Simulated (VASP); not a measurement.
Sc: relaxation of cell and atoms with PBEsol

The system is Sc.

```
Sc
1.0
     1.84000    1.84000    1.84000
    -1.84000    1.84000    1.84000
    -1.84000   -1.84000    1.84000
Sc
1
Direct
  0.00000 0.00000 0.00000
```

| Property | Result |
| --- | --- |
| Program | VASP 6.6.1 |
| Task | relaxation of cell and atoms |
| Functional | PBEsol |
| Potentials or basis | VASP PAW PBE potentials, release 64 (Sc_sv) |
| Cutoff | 600 eV |
| k mesh | 9 × 9 × 9 |
| Occupations | gaussian, width 0.05 eV |
| Spin | no spin polarisation |
| Dipole correction | no |
| Further INCAR settings | ALGO = Normal; EDIFF = 1e-06; IBRION = 2; EDIFFG = -0.01; NSW = 60; ISIF = 3 |

* Relaxed volume: 23.95 Å³/atom
* Relaxed cell: a = 3.145 Å, b = 3.145 Å, c = 3.145 Å, α = 70.53°, β = 109.47°, γ = 70.53°
* Space group after relaxing (to 0.05 Å): Im-3m (No. 229)
* Energy gained by relaxing: 6.9 meV/atom
* Ionic steps: 3
* Pressure after relaxing: 0.0 GPa

The path:
| step | energy change (eV) | largest force (eV/Å) | pressure (GPa) | volume (Å³) |
| --- | --- | --- | --- | --- |
| 1 | 0.0000 | 0.0000 | -2.18 | 24.92 |
| 2 | -0.0064 | 0.0000 | 0.60 | 23.71 |
| 3 | -0.0069 | 0.0000 | 0.02 | 23.95 |

Final structure:
```
Sc
1.0
     1.81574    1.81574    1.81574
    -1.81574    1.81574    1.81574
    -1.81574   -1.81574    1.81574
Sc
1
Direct
  0.00000 0.00000 0.00000
```

Levels at points of the mesh, in eV from the Fermi level:
```csv
k point,band 1,band 2,band 3,band 4,band 5,band 6,band 7,band 8,band 9
"(0.00, 0.00, 0.00)",-49.31,-27.78,-27.78,-27.78,-5.29,1.47,1.47,1.47,2.96
```

Wall time 22 s on 1 thread of Intel Xeon 6975P-C, on a shared host, peak memory 0.17 GiB.

Caveat: the PAW data sets were made with another functional, which shifts forces and pressure a little.
